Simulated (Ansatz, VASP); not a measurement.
**B2P in VASP and in Ansatz**

```
B P
1.0
    -2.35711    2.35711    5.61294
     2.35711   -2.35711    5.61294
     2.35711    2.35711   -5.61294
B P
8 4
Direct
  0.81528 0.81528 0.63057
  0.18472 0.18472 0.36943
  0.56528 0.43472 0.50000
  0.93472 0.06528 0.50000
  0.93472 0.43472 0.86943
  0.56528 0.06528 0.13057
  0.18472 0.81528 0.00000
  0.81528 0.18472 0.00000
  0.37500 0.62500 0.75000
  0.87500 0.62500 0.25000
  0.37500 0.12500 0.75000
  0.37500 0.62500 0.25000
```

Alike in both runs: functional PBE; k mesh 6 × 6 × 6; occupations gaussian, width 0.1 eV; no spin polarisation.

Ansatz relaxed the structure, and its values are those at the end. VASP's run is a single point on that final structure, the one shown.

```csv
,VASP,Ansatz
version,VASP 6.6.1,Ansatz 0.2.0
potentials or method,"VASP PAW PBE potentials, release 64 (B, P), cutoff 520 eV","scalar-relativistic, plane waves, PAW"
valence electrons in the cell,44,44
```

```csv
,VASP,Ansatz,Ansatz less VASP
gap on the k mesh at the Fermi level (eV),none,none,-
pressure (GPa),-0.1,0.0,+0.18
rms of the force components (eV/Å),0.008,0.002,-0.0064
```

A gap of «none» marks a metal or a gap that the smearing closes.
